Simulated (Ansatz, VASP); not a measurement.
## Two plane-wave programs on Cu

File INCAR:

```
SYSTEM = Cu
PREC = Accurate ; ENCUT = 520
EDIFF = 1E-7 ; ISMEAR = -1
SIGMA = 0.15 ; LREAL = .False.
LASPH = .True. ; NELM = 60
ALGO = Normal ; ISIF = 2
LWAVE = .False. ; LCHARG = .False.
NBANDS = 18
```

Contents of KPOINTS:

```
Automatic mesh
0
Gamma
  12 12 12
  0 0 0
```

POSCAR

```
Cu
1.0
    1.1850644715     -3.8673808116      0.0000000000
    1.1850644715      3.8673808116      0.0000000000
    0.0000000000      0.0000000000      2.4076397489
Cu
2
Direct
    0.1338670000      0.8661330000      0.2500000000
    0.8661330000      0.1338670000      0.7500000000
```

Input for Ansatz:

```yaml
crystal:
  lattice:
    - [1.185064471549932, -3.8673808116224824, 0.0]
    - [1.185064471549932, 3.8673808116224824, 0.0]
    - [0.0, 0.0, 2.407639748949473]
  atoms:
    - { symbol: Cu, position: [0.133867, 0.866133, 0.25] }
    - { symbol: Cu, position: [0.866133, 0.133867, 0.75] }
basis:
  ecutwfc: 500.0
kpoints:
  mp_grid:
    grid: [12, 12, 12]
hamiltonian:
  xc: lda
scf:
  occupations:
    method: fermi_dirac
    width: 0.15
output:
  stress: true
```

Alike in both runs: task single point; functional LDA; k mesh 12 × 12 × 12; occupations fermi-dirac, width 0.15 eV; no spin polarisation.

|  | VASP | Ansatz |
| --- | --- | --- |
| version | VASP 6.6.1 | Ansatz 0.2.0 |
| potentials or method | VASP PAW LDA potentials, release 64 (Cu), cutoff 520 eV | plane waves, PAW |
| valence electrons in the cell | 22 | 38 |

```tsv
	VASP	Ansatz	Ansatz less VASP
pressure (GPa)	7.2	6.4	-0.81
traceless stress, the component that is largest in VASP (GPa)	-0.49	-0.33	+0.162
```

LDA's correlation is that of Perdew and Zunger in VASP and of Perdew and Wang (1992) in Ansatz. VASP's potentials hold 22 valence electrons a cell and Ansatz's 38, so a difference there can come from the potentials and not from the codes.
